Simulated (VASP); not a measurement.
# Ag in VASP: single point with PBEsol

Aim: the single point of Ag with PBEsol.

Everything below comes from runs of VASP 6.6.1. Logs are shortened: lines on timing, memory, paths and dates and some standing lists are left out, and cuts for length are marked.

## Step 1: The cell of the first run

The cell holds a slab with vacuum, 4 atoms: a = 2.926 Å, b = 2.926 Å, c = 36.284 Å, α = 90.00°, β = 90.00°, γ = 120.00°.

## Step 2: Single point, PBEsol

File INCAR:

```
PREC     = Accurate       # precision mode
ENCUT    = 400            # plane-wave cutoff, eV
EDIFF    = 1E-6           # SCF threshold, eV
ISMEAR   = 1              # smearing method
SIGMA    = 0.1            # smearing width, eV
LREAL    = F              # projectors in reciprocal space
LASPH    = T              # aspherical terms in the spheres
NELM     = 120            # most SCF steps
ALGO     = Normal         # electronic algorithm
ISIF     = 2              # what is computed and relaxed
LWAVE    = F              # write WAVECAR
LCHARG   = T              # write CHGCAR
LDIPOL   = T            
IDIPOL   = 3            
DIPOL    = 0.5 0.5 0.732
GGA      = PS             # functional
LELF     = T              # ELF
LVHAR    = T            
LVACPOTAV= T            
NBANDS   = 30             # bands
GGA_COMPAT= F            
NELMDL   = -8
```

File KPOINTS:

```
regular mesh
0
Gamma
  15 15 1
```

File POSCAR:

```
Ag
1.0
    2.9261087288      0.0000000000      0.0000000000
   -1.4630543644      2.5340844934      0.0000000000
    0.0000000000      0.0000000000     36.2843813661
Ag
4
Direct
    0.0000000000      0.0000000000      0.6360159503
    0.6666666667      0.3333333333      0.7002452571
    0.3333333333      0.6666666667      0.7636219227
    1.0000000000      0.0000000000      0.8267735643
```

Potentials or basis: VASP PAW PBE potentials, release 64 (Ag).

Command:

```console
> cat potpaw_PBE.64/Ag/POTCAR > POTCAR
> mpirun -np 1 vasp_std > vasp.out
```

OUTCAR:

```text
PREC = Accurate
   ENCUT = 400
   EDIFF = 1E-6
   ISMEAR = 1
   LREAL = F
   LASPH = T
   NELM = 120
   ISIF = 2
   GGA = PS
   NELMDL = -8

 ion  position               nearest neighbor table
   1  0.000  0.000  0.636-   2 2.88   2 2.88   2 2.88
   2  0.667  0.333  0.700-   3 2.85   3 2.85   3 2.85   1 2.88   1 2.88   1 2.88
   3  0.333  0.667  0.764-   4 2.85   4 2.85   4 2.85   2 2.85   2 2.85   2 2.85
   4  0.000  0.000  0.827-   3 2.85   3 2.85   3 2.85

  LATTYP: Found a hexagonal cell.
 ALAT       =     2.9261087288
 C/A-ratio  =    12.4002163723

  Lattice vectors:

 A1 = (   2.9261087288,   0.0000000000,   0.0000000000)
 A2 = (  -1.4630543644,   2.5340844934,   0.0000000000)
 A3 = (   0.0000000000,   0.0000000000,  36.2843813661)

Analysis of symmetry for initial positions (statically):
=====================================================================
 Subroutine PRICEL returns:
 Original cell was already a primitive cell.

 Routine SETGRP: Setting up the symmetry group for a
 hexagonal supercell.

 Subroutine GETGRP returns: Found  6 space group operations
 (whereof  6 operations were pure point group operations)
 out of a pool of 24 trial point group operations.

The static configuration has the point symmetry C_3v.

Analysis of symmetry for dynamics (positions and initial velocities):
=====================================================================
 Subroutine PRICEL returns:
 Original cell was already a primitive cell.

 Routine SETGRP: Setting up the symmetry group for a
 hexagonal supercell.

 Subroutine GETGRP returns: Found  6 space group operations
 (whereof  6 operations were pure point group operations)
 out of a pool of 24 trial point group operations.

The dynamic configuration has the point symmetry C_3v.

 Subroutine INISYM returns: Found  6 space group operations
 (whereof  6 operations are pure point group operations),
 and found     1 'primitive' translations

----------------------------------------------------------------------------------------

                                     Primitive cell

  volume of cell :     269.0489

  direct lattice vectors                    reciprocal lattice vectors
     2.926108729  0.000000000  0.000000000     0.341750800  0.197309917  0.000000000
    -1.463054364  2.534084493  0.000000000     0.000000000  0.394619833  0.000000000
     0.000000000  0.000000000 36.284381366     0.000000000  0.000000000  0.027560068

  length of vectors
     2.926108729  2.926108729 36.284381366     0.394619833  0.394619833  0.027560068

  position of ions in fractional coordinates (direct lattice)
     0.000000000  0.000000000  0.636015950
     0.666666667  0.333333333  0.700245257
     0.333333333  0.666666667  0.763621923
     0.000000000  0.000000000  0.826773564

  ion indices of the primitive-cell ions
   primitive index   ion index
                 1           1
                 2           2
                 3           3
                 4           4

----------------------------------------------------------------------------------------

 KPOINTS: regular mesh

Automatic generation of k-mesh.
 Grid dimensions read from file:
 generate k-points for:   15   15    1

 Generating k-lattice:

  Cartesian coordinates                     Fractional coordinates (reciprocal lattice)
     0.022783387  0.013153994  0.000000000     0.066666667  0.000000000  0.000000000
     0.000000000  0.026307989  0.000000000     0.000000000  0.066666667  0.000000000
     0.000000000  0.000000000  0.027560068     0.000000000  0.000000000  1.000000000

  Length of vectors
     0.026307989  0.026307989  0.027560068

  Shift w.r.t. Gamma in fractional coordinates (k-lattice)
     0.000000000  0.000000000  0.000000000

 Subroutine IBZKPT returns following result:
 ===========================================

 Found     27 irreducible k-points:

 Following reciprocal coordinates:
            Coordinates               Weight
  0.000000  0.000000  0.000000      1.000000
  0.066667  0.000000  0.000000      6.000000
  0.133333  0.000000  0.000000      6.000000
  0.200000  0.000000  0.000000      6.000000
  0.266667  0.000000  0.000000      6.000000
  0.333333 -0.000000  0.000000      6.000000
[... 16 lines left out ...]
  0.333333  0.200000  0.000000     12.000000
  0.400000  0.200000  0.000000      6.000000
 [... further k-points ...]
   k-points           NKPTS =     27   k-points in BZ     NKDIM =     27   number of bands    NBANDS=     30
   number of dos      NEDOS =    301   number of ions     NIONS =      4
   total plane-waves  NPLWV =  96000
   dimension x,y,z NGX =    20 NGY =   20 NGZ =  240
   dimension x,y,z NGXF=    40 NGYF=   40 NGZF=  480
   ions per type =               4
   NGX,Y,Z   is equivalent  to a cutoff of  11.36, 11.36, 11.00 a.u.
   NGXF,Y,Z  is equivalent  to a cutoff of  22.73, 22.73, 21.99 a.u.
 SYSTEM =  unknown system
   PREC   = accura    normal or accurate (medium, high low for compatibility)
   ISTART =      0    job   : 0-new  1-cont  2-samecut
   ICHARG =      2    charge: 1-file 2-atom 10-const
   ISPIN  =      1    spin polarized calculation?
   LNONCOLLINEAR =      F non collinear calculations
   LSORBIT =      F    spin-orbit coupling
   LASPH  =      T    aspherical Exc in radial PAW
   ENCUT  =  400.0 eV  29.40 Ry    5.42 a.u.   4.77  4.77 59.17*2*pi/ulx,y,z
   NELM   =    120;   NELMIN=  2; NELMDL= -8     # of ELM steps
   EDIFF  = 0.1E-05   stopping-criterion for ELM
   LREAL  =      F    real-space projection
   EDIFFG = 0.1E-04   stopping-criterion for IOM
   NSW    =      0    number of steps for IOM
   IBRION =     -1    ionic relax: 0-MD 1-quasi-New 2-CG
   NFREE  =      0    steps in history (QN), initial steepest desc. (CG)
   ISIF   =      2    stress and relaxation
   ISYM   =      2    0-nonsym 1-usesym 2-fastsym
   POTIM  = 0.5000    time-step for ionic-motion
   TEBEG  =    0.0;   TEEND  =   0.0 temperature during run
   PSTRESS=    0.0 pullay stress
   NELECT =      44.0000    total number of electrons
   NUPDOWN=      -1.0000    fix difference up-down
   EMIN   =  10.00;   EMAX   =-10.00  energy-range for DOS
   EFERMI =   0.00;   METHOD = LEGACY
   ISMEAR =     1;   SIGMA  =   0.10  broadening in eV -4-tet -1-fermi 0-gaus
   EFERMI_NEDOS =   21; number of points for ismear=-14 and -15
   IALGO  =     38    algorithm
   IMIX   =      4    mixing-type and parameters
     AMIX     =   0.40;   BMIX     =  1.00
     AMIX_MAG =   1.60;   BMIX_MAG =  1.00
  volume/ion in A,a.u.               =      67.26       453.91
  Fermi-wavevector in a.u.,A,eV,Ry     =   0.895259  1.691794 10.904912  0.801488
  Thomas-Fermi vector in A             =   2.017568
   LORBIT       =      0    0 simple, 1 ext, 2 COOP (PROOUT), +10 PAW based schemes
   GGA     = PS    functional components
   LHFCALC =     F    Hartree Fock is set to
   AEXX    =    0.0000 exact exchange contribution
   IVDW    =     0    specifies the selected vdW correction
   LEPSILON=     F    determine dielectric tensor
   LRPA    =     F    only Hartree local field effects (RPA)
 non-spin polarized calculation
 Methfessel and Paxton  Order N= 1 SIGMA  =   0.10
  energy-cutoff  :      400.00
  volume of cell :      269.05
 maximum number of plane-waves:      4924
 NGX is ok and might be reduce to    20
   NGX =  9   NGY =  9   NGZ =119

 dipolmoment           0.000000      0.000000      0.006090 electrons x Angstroem

 number of electron      43.9999994 magnetization

 dipolmoment           0.000000      0.000000     -0.000817 electrons x Angstroem

 Free energy of the ion-electron system (eV)
  ---------------------------------------------------
  ext. energy  EPLUGINS =         0.00000000
  ---------------------------------------------------
  free energy    TOTEN  =       -12.25249908 eV

  energy without entropy =      -12.25153256  energy(sigma->0) =      -12.25217691

 E-fermi :  -1.1929     XC(G=0):  -3.6388

 val. band max:       -1.2013815622   @ k =   0.2000   0.2000   0.0000
 cond. band min:      -1.1629199783   @ k =   0.2667   0.1333   0.0000
 fundamental gap:      0.0384615839
 Fermi energy:        -1.1929165514

 k-point     1 :       0.0000    0.0000    0.0000
  band No.  band energies     occupation
      1      -8.7567      2.00000
      2      -7.7849      2.00000
      3      -7.4590      2.00000
      4      -7.2524      2.00000
      5      -6.1004      2.00000
      6      -6.1004      2.00000
[... 22 lines left out ...]
     29       3.5388      0.00000
     30       4.1226      0.00000

 k-point     2 :       0.0667    0.0000    0.0000
  band No.  band energies     occupation
      1      -8.6400      2.00000
      2      -7.6845      2.00000
      3      -7.3761      2.00000
      4      -7.1667      2.00000
      5      -6.1766      2.00000
      6      -6.1272      2.00000
[... 22 lines left out ...]
     29       3.6373      0.00000
     30       4.2270      0.00000

 k-point     3 :       0.1333    0.0000    0.0000
  band No.  band energies     occupation
      1      -8.3095      2.00000
      2      -7.4248      2.00000
      3      -7.1554      2.00000
      4      -6.9507      2.00000
      5      -6.3490      2.00000
      6      -6.2169      2.00000
[... 22 lines left out ...]
     29       3.9334      0.00000
     30       4.5402      0.00000

 k-point     4 :       0.2000    0.0000    0.0000
  band No.  band energies     occupation
      1      -7.8483      2.00000
      2      -7.1806      2.00000
      3      -6.9493      2.00000
      4      -6.7340      2.00000
      5      -6.4840      2.00000
      6      -6.3060      2.00000
[... 616 lines left out ...]
     29       6.4119      0.00000
     30       6.9681      0.00000

 k-point    23 :       0.3333    0.2000    0.0000
  band No.  band energies     occupation
      1      -7.2193      2.00000
      2      -7.0884      2.00000
      3      -6.9984      2.00000
      4      -6.6946      2.00000
      5      -6.5334      2.00000
      6      -6.4792      2.00000
[... 22 lines left out ...]
     29       6.2750      0.00000
     30       6.8883      0.00000

 k-point    24 :       0.4000    0.2000    0.0000
  band No.  band energies     occupation
      1      -7.2533      2.00000
      2      -7.0894      2.00000
      3      -7.0243      2.00000
      4      -6.6889      2.00000
      5      -6.5966      2.00000
      6      -6.4913      2.00000
[... 22 lines left out ...]
     29       5.9037      0.00000
     30       6.6162      0.00000

 [... further k-points ...]
[... 5 lines left out ...]
  --------------------------------------------------------------------------------------
  -------------------------------------------------------------------------------------
  Total       -3.1011322     -3.1011322     -0.7651507      0.0000000      0.0000000      0.0000000
  in kB      -18.4671376    -18.4671376     -4.5564464      0.0000000      0.0000000      0.0000000
  external PRESSURE =     -13.8302406 kB  Pullay stress =       0.0000000 kB

 VOLUME and BASIS-vectors are now :
 -----------------------------------------------------------------------------
  energy-cutoff  :      400.00
  volume of cell :      269.05
      direct lattice vectors                 reciprocal lattice vectors
     2.926108729  0.000000000  0.000000000     0.341750800  0.197309917  0.000000000
    -1.463054364  2.534084493  0.000000000     0.000000000  0.394619833  0.000000000
     0.000000000  0.000000000 36.284381366     0.000000000  0.000000000  0.027560068

 POSITION                                       TOTAL-FORCE (eV/Angst)
 -----------------------------------------------------------------------------------
      0.00000      0.00000     23.07745        -0.000000     -0.000000      0.179378
      1.46305      0.84469     25.40797        -0.000000     -0.000000     -0.163068
     -0.00000      1.68939     27.70755         0.000000      0.000000      0.039315
      0.00000      0.00000     29.99897        -0.000000     -0.000000     -0.055626
 -----------------------------------------------------------------------------------
    total drift:                               -0.000000      0.000000      0.000158

  FREE ENERGIE OF THE ION-ELECTRON SYSTEM (eV)
  ---------------------------------------------------
  free  energy   TOTEN  =       -12.2524990820 eV

  energy  without entropy=      -12.2515325619  energy(sigma->0) =      -12.25217691

 vacuum level on the upper side and lower side of the slab         3.257         3.276
```

It took 3.7 min on 1 thread of Intel Xeon Platinum 8375C at 2.90GHz (Ice Lake), shared host; peak memory 0.36 GiB.

Results:

- Free energy: -12.2525 eV
- Largest force: 0.179 eV/Å
- Band gap on the k mesh: zero (band 22 reaches 1.96 eV, above the bottom of band 23 at -4.27 eV)

Forces in eV/Å, atoms in the order of the input:
```
Ag   0.000  0.000  0.179
Ag   0.000  0.000 -0.163
Ag   0.000  0.000  0.039
Ag   0.000  0.000 -0.056
```

Caveat: the PAW data sets were made with another functional, which shifts forces and pressure a little.
